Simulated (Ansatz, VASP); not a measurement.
**Two plane-wave programs on Ti**

File INCAR:

```
SYSTEM = Ti
PREC = Accurate ; ENCUT = 520
EDIFF = 1E-8 ; ISMEAR = -1
SIGMA = 0.08 ; LREAL = .False.
LASPH = .True. ; NELM = 100
ALGO = Normal ; ISIF = 2
LWAVE = .False. ; LCHARG = .False.
GGA = PS ; LEFG = .True.
NBANDS = 19
```

Contents of KPOINTS:

```
Automatic mesh
0
Gamma
  13 13 7
  0 0 0
```

Contents of POSCAR:

```
Ti
1.0
    2.9792076597      0.0000000000      0.0000000000
   -1.4896038298      2.5800695164      0.0000000000
    0.0000000000      0.0000000000      4.7323990572
Ti
2
Direct
    0.3333333333      0.6666666667      0.2500000000
    0.6666666667      0.3333333333      0.7500000000
```

Input for Ansatz:

```yaml
crystal:
  lattice:
    - [2.9792076597, 0.0, 0.0]
    - [-1.4896038298, 2.5800695164, 0.0]
    - [0.0, 0.0, 4.7323990572]
  atoms:
    - { symbol: Ti, position: [0.3333333333, 0.6666666667, 0.25] }
    - { symbol: Ti, position: [0.6666666667, 0.3333333333, 0.75] }
kpoints:
  mp_grid: { grid: [13, 13, 7] }
scf:
  occupations: { method: fermi_dirac, width: 0.08 }
hamiltonian:
  xc: pbesol
  pseudopotentials: { kind: paw }
output:
  forces: true
  stress: true
  eigenvalues: true
  efg: { contact_densities: true }
  write_density: true
  write_potential: true
  elf: true
  volumetric_format: npy
```

Change from the starting cell: volume scaled by 1.03, PAW files.

Alike in both runs: task electric field gradients; functional PBEsol; k mesh 13 × 13 × 7; occupations fermi-dirac, width 0.08 eV; no spin polarisation.

|  | VASP | Ansatz |
| --- | --- | --- |
| version | VASP 6.6.1 | Ansatz 0.2.0 |
| potentials or method | VASP PAW PBE potentials, release 64 (Ti_sv) | PAW with Ansatz's default frozen-core files, scalar-relativistic |
| plane-wave cutoff (eV) | 520 | 420 |
| valence electrons in the cell | 24 | 24 |

VASP gave:

```
pressure (GPa)                                                : -8.7
traceless stress, the component that is largest in VASP (GPa) : -0.36
size of Vzz on the site where it differs most (V/Å²)          : 15.4
```

Problem. What did Ansatz give for the same quantities?

Solution. Pressure (GPa): -8.5; traceless stress, the component that is largest in VASP (GPa): -0.36; size of Vzz on the site where it differs most (V/Å²): 17.1.

VASP's potentials were made for PBE, not for PBEsol.
